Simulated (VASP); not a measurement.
Here is a VASP 6.6.1 calculation.

INCAR

```
SYSTEM = ZnGeP2
  PREC = Accurate
  ENCUT = 500
  EDIFF = 1E-6
  ISMEAR = -1
  SIGMA = 0.02
  LREAL = .False.
  LASPH = .True.
  NELM = 120
  ALGO = Normal
  ISIF = 2
  LWAVE = .False.
  LCHARG = .False.
  GGA = PS
  NBANDS = 46
  GGA_COMPAT = .False.
```

KPOINTS

```
regular mesh
0
Gamma
  6 6 6
  0 0 0
```

Contents of POSCAR:

```
ZnGeP2
1.0
   -2.7123031152      2.7123031152      5.3547672690
    2.7123031152     -2.7123031152      5.3547672690
    2.7123031152      2.7123031152     -5.3547672690
Zn Ge P
2 2 4
Direct
    0.0000000000      0.0000000000      0.0000000000
    0.7500000000      0.2500000000      0.5000000000
    0.5000000000      0.5000000000      0.0000000000
    0.2500000000      0.7500000000      0.5000000000
    0.3750000000      0.3766517569      0.5016517569
    0.6233482431      0.1250000000      0.9983482431
    0.8750000000      0.8733482431      0.4983482431
    0.1266517569      0.6250000000      0.0016517569
```

Potentials or basis: VASP PAW PBE potentials, release 64 (Zn, Ge_d, P).

Launch:

```console
$ cat potpaw_PBE.64/Zn/POTCAR potpaw_PBE.64/Ge_d/POTCAR potpaw_PBE.64/P/POTCAR > POTCAR
$ mpirun -np 1 vasp_std > vasp.out
```

Problem. Predict the largest force.

Solution. 0.030 eV/Å.

Problem. Predict the band gap on the k mesh.

Solution. 1.13 eV (least direct gap 1.25 eV).

Problem. Estimate the pressure.

Solution. 0.0 GPa.

Forces in eV/Å, atoms in the order of the input:
```
Zn   0.000  0.000  0.000
Zn   0.000  0.000  0.000
Ge   0.000  0.000  0.000
Ge   0.000  0.000  0.000
P    0.030  0.000  0.000
P    0.000 -0.030  0.000
P   -0.030  0.000  0.000
P    0.000  0.030  0.000
```

Caveat: the PAW data sets were made with another functional, which shifts forces and pressure a little. A k mesh can miss the band edges.
